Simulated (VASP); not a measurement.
A run of VASP 6.6.1:

The input INCAR:

```
ALGO = Normal
EDIFF = 1E-8
ENCUT = 520
GGA = PE
ISIF = 2
ISMEAR = -1
LASPH = T
LCHARG = F
LEFG = T
LREAL = F
LWAVE = F
NBANDS = 8
NELM = 80
PREC = Accurate
SIGMA = 0.08
```

KPOINTS

```
k-points
0
Gamma
  13 13 13
```

File POSCAR:

```
Li
1.0
    0.0000000000      2.2451874350      2.2451874350
    2.2451874350      0.0000000000      2.2451874350
    2.2451874350      2.2451874350      0.0000000000
Li
1
Direct
    0.0000000000      0.0000000000      0.0000000000
```

Potentials or basis: VASP PAW PBE potentials, release 64 (Li_sv).

The run is started by

```sh
$ cat potpaw_PBE.64/Li_sv/POTCAR > POTCAR
$ mpirun -np 1 vasp_std > vasp.out
```

Hardware: 1 thread of Intel Xeon 8259CL, with other jobs on the host.

Task: How long does it take, and how much memory?

Result: It took 17 s on 1 thread of Intel Xeon 8259CL (shared host), peak memory 0.13 GiB. Counts: scf iterations 13, k points 84.
